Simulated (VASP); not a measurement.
A run of VASP 6.6.1:

The input INCAR:

```
SYSTEM = Rh
PREC = Accurate ; ENCUT = 520
EDIFF = 1E-6 ; ISMEAR = -1
SIGMA = 0.1 ; LREAL = .False.
LASPH = .True. ; NELM = 100
ALGO = Normal ; ISIF = 2
LWAVE = .False. ; LCHARG = .False.
GGA = B5 ; ALDAX = 1.0
AGGAX = 1.0 ; AGGAC = 1.0
ALDAC = 0.0 ; NBANDS = 22
```

The input KPOINTS:

```
Automatic mesh
0
Gamma
  20 20 19
  0 0 0
```

POSCAR

```
Rh
1.0
   -2.7122877415      3.1236444826      1.3410373582
    3.1236444826     -2.7122877415      1.3410373582
    1.9111470824      1.9111470824     -0.5876367333
Rh
2
Direct
    0.0101195011      0.9898804989      0.0000000000
    0.7398804989      0.2601195011      0.5000000000
```

Potentials or basis: VASP PAW PBE potentials, release 64 (Rh_pv).

Launch:

```console
$ cat potpaw_PBE.64/Rh_pv/POTCAR > POTCAR
$ mpirun -np 1 vasp_std > vasp.out
```

Hardware: 1 thread of Oxide Virtual Turin-like Processor, on a shared host.

Q: How long does it take, and how much memory?

A: Wall time 17 min on 1 thread of Oxide Virtual Turin-like Processor, on a shared host, peak memory 1 GiB. Counts: scf iterations 12, k points 2001.
